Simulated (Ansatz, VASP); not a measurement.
## Si4F in VASP and in Ansatz

```
Si F
1.0
     5.19107    0.00000    0.00000
    -2.59553    4.49559    0.00000
     0.00000    0.00000    4.00250
Si F
4 1
Direct
  0.00000 0.00000 0.50000
  0.50000 0.00000 0.00000
  0.00000 0.50000 0.00000
  0.50000 0.50000 0.00000
  0.00000 0.00000 0.00000
```

Alike in both runs: functional PBE; k mesh 6 × 6 × 4; occupations gaussian, width 0.1 eV; no spin polarisation.

Ansatz relaxed the structure, and its values are those at the end. VASP's run is a single point on that final structure, the one shown.

```csv
,VASP,Ansatz
version,VASP 6.6.1,Ansatz 0.2.0
potentials or method,"VASP PAW PBE potentials, release 64 (Si, F), cutoff 520 eV","scalar-relativistic, plane waves, PAW"
valence electrons in the cell,23,23
```

|  | VASP | Ansatz | Ansatz less VASP |
| --- | --- | --- | --- |
| gap on the k mesh at the Fermi level (eV) | none | none | - |
| pressure (GPa) | 0.1 | 0.1 | +0.03 |

A gap of «none» marks a metal or a gap that the smearing closes. With one functional, cell and mesh, what is left measures potentials, basis and numerics.

The k mesh is coarse, so the values compare programs but aren't converged.
